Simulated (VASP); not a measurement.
Wanted: the native input for a VASP 6.6.1 run.

* Task: single point
* Functional: r2SCAN
* Potentials or basis: VASP PAW PBE potentials, release 64 (Ti_sv, Al)
* Cutoff: 520 eV
* k mesh: 12 × 12 × 6
* Occupations: gaussian, width 0.15 eV
* Spin: no spin polarisation
* Dipole correction: no
* Further INCAR settings: ALGO = Normal; EDIFF = 1e-06; NBANDS = 31

TiAl3:

```
CELL_PARAMETERS angstrom
3.95567 0.00000 0.00000
0.00000 3.95567 0.00000
0.00000 0.00000 7.91134
ATOMIC_POSITIONS crystal
Ti 0.00000 0.00865 0.00000
Ti 0.00000 0.00865 0.50000
Al 0.50000 0.49865 0.00000
Al 0.50000 0.49865 0.50000
Al 0.50000 0.98736 0.25000
Al 0.50000 0.98736 0.75000
Al 0.00000 0.49865 0.25000
Al 0.00000 0.49865 0.75000
```

This cell differs from its parent crystal: atoms displaced along a vibrational mode.

One way to write it, as run:

POSCAR

```
TiAl3
1.0
    3.9556712500      0.0000000000      0.0000000000
    0.0000000000      3.9556712500      0.0000000000
    0.0000000000      0.0000000000      7.9113425000
Ti Al
2 6
Direct
    0.0000000000      0.0086471221      0.0000000000
    0.0000000000      0.0086471221      0.5000000000
    0.5000000000      0.4986497437      0.0000000000
    0.5000000000      0.4986497437      0.5000000000
    0.5000000000     -0.0126400797      0.2500000000
    0.5000000000     -0.0126400797      0.7500000000
    0.0000000000      0.4986497803      0.2500000000
    0.0000000000      0.4986497803      0.7500000000
```

INCAR.step1

```
SYSTEM = TiAl3
PREC = Accurate
ENCUT = 520
ISMEAR = 0
SIGMA = 0.15
LREAL = .FALSE.
LASPH = .TRUE.
NELM = 60
NBANDS = 31
GGA = PE
ALGO = Normal
EDIFF = 1E-4
LWAVE = .TRUE.
LCHARG = .FALSE.
```

INCAR.step2

```
SYSTEM = TiAl3
PREC = Accurate
ENCUT = 520
EDIFF = 1E-6
ISMEAR = 0
SIGMA = 0.15
LREAL = .FALSE.
LASPH = .TRUE.
NELM = 60
ALGO = Normal
ISIF = 2
LWAVE = .FALSE.
LCHARG = .FALSE.
METAGGA = R2SCAN
LMIXTAU = .TRUE.
NBANDS = 31
ISTART = 1
```

KPOINTS

```
regular mesh
0
G
  12 12 6
  0 0 0
```

Potentials or basis: VASP PAW PBE potentials, release 64 (Ti_sv, Al).

Launch:

```sh
$ cat potpaw_PBE.64/Ti_sv/POTCAR potpaw_PBE.64/Al/POTCAR > POTCAR
$ cp INCAR.step1 INCAR
$ mpirun -np 1 vasp_std > vasp.out
$ cp INCAR.step2 INCAR
$ mpirun -np 1 vasp_std > vasp.out
```

Results of the run:

```yaml
Pressure: 0.0 GPa
Largest_force: 0.447 eV/Å
Band_gap_on_the_k_mesh: zero (bands 21 and 22 overlap by 3.16 eV)
```

Caveat: the cell differs from its parent crystal (atoms displaced along a vibrational mode); the PAW data sets were made with another functional, which shifts forces and pressure a little.

Run time: 33 min on 1 thread of Oxide Virtual Turin-like Processor (shared host), peak memory 0.64 GiB.
